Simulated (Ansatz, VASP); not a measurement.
# One calculation of BaTiO3, two programs

File INCAR:

```
SYSTEM = BaTiO3
PREC     = Accurate       ! precision mode
ENCUT    = 520            ! plane-wave cutoff, eV
EDIFF    = 1E-6           ! SCF threshold, eV
ISMEAR   = -1             ! smearing method
SIGMA    = 0.05           ! smearing width, eV
LREAL    = .False.        ! projectors in reciprocal space
LASPH    = .True.         ! aspherical terms in the spheres
NELM     = 60             ! most SCF steps
ALGO     = Normal         ! electronic algorithm
ISIF     = 2              ! what is computed and relaxed
LWAVE    = .False.        ! write WAVECAR
LCHARG   = .False.        ! write CHGCAR
GGA      = PE             ! functional
NBANDS   = 28             ! bands
```

The input KPOINTS:

```
Automatic mesh
0
Gamma
  7 7 7
  0 0 0
```

Contents of POSCAR:

```
BaTiO3
1.0
    4.0262895137      0.0000000000      0.0000000000
    0.0000000000      4.0262895137      0.0000000000
    0.0000000000      0.0000000000      4.0446100470
Ba Ti O
1 1 3
Direct
    0.0000000000      0.0000000000      0.0000000000
    0.5000000000      0.5000000000      0.4900000000
    0.0000000000      0.5000000000      0.5170000000
    0.5000000000      0.0000000000      0.5170000000
    0.5000000000      0.5000000000      0.0190000000
```

File input.yaml:

```yaml
crystal:
  lattice:
    - [4.0262895137, 0.0, 0.0]
    - [0.0, 4.0262895137, 0.0]
    - [0.0, 0.0, 4.044610047]
  atoms:
    - { symbol: Ba, position: [0.0, 0.0, 0.0] }
    - { symbol: Ti, position: [0.5, 0.5, 0.49] }
    - { symbol: O, position: [0.0, 0.5, 0.517] }
    - { symbol: O, position: [0.5, 0.0, 0.517] }
    - { symbol: O, position: [0.5, 0.5, 0.019] }
hamiltonian:
  xc: pbe
  pseudopotentials: { kind: nc, accuracy: stringent }
kpoints:
  mp_grid: { grid: [7, 7, 7] }
scf:
  occupations: { method: fermi_dirac, width: 0.05 }
output:
  forces: true
  stress: true
  eigenvalues: true
```

Alike in both runs: task single point; functional PBE; k mesh 7 × 7 × 7; occupations fermi-dirac, width 0.05 eV; no spin polarisation.

|  | VASP | Ansatz |
| --- | --- | --- |
| version | VASP 6.6.1 | Ansatz 0.2.0 |
| potentials or method | VASP PAW PBE potentials, release 64 (Ba_sv, Ti_sv, O) | PseudoDojo stringent (PBE files) |
| plane-wave cutoff (eV) | 520 | 1252 |
| valence electrons in the cell | 40 | 40 |

|  | VASP | Ansatz | Ansatz less VASP |
| --- | --- | --- | --- |
| gap on the k mesh at the Fermi level (eV) | 1.82 | 1.90 | +0.074 |
| least direct gap on the mesh (eV) | 2.03 | 2.08 | +0.045 |
| pressure (GPa) | 0.8 | -1.1 | -1.95 |
| traceless stress, the component that is largest in VASP (GPa) | 0.57 | 0.53 | -0.038 |
| rms of the force components (eV/Å) | 0.124 | 0.132 | +0.0077 |

Atom by atom the forces differ by 0.015 eV/Å (rms over components).

Spin-orbit coupling is off throughout. Noted on Ansatz's run: odd divisions of the mesh miss points on the zone boundary, where band edges often lie, so the gap on the mesh can be too wide.
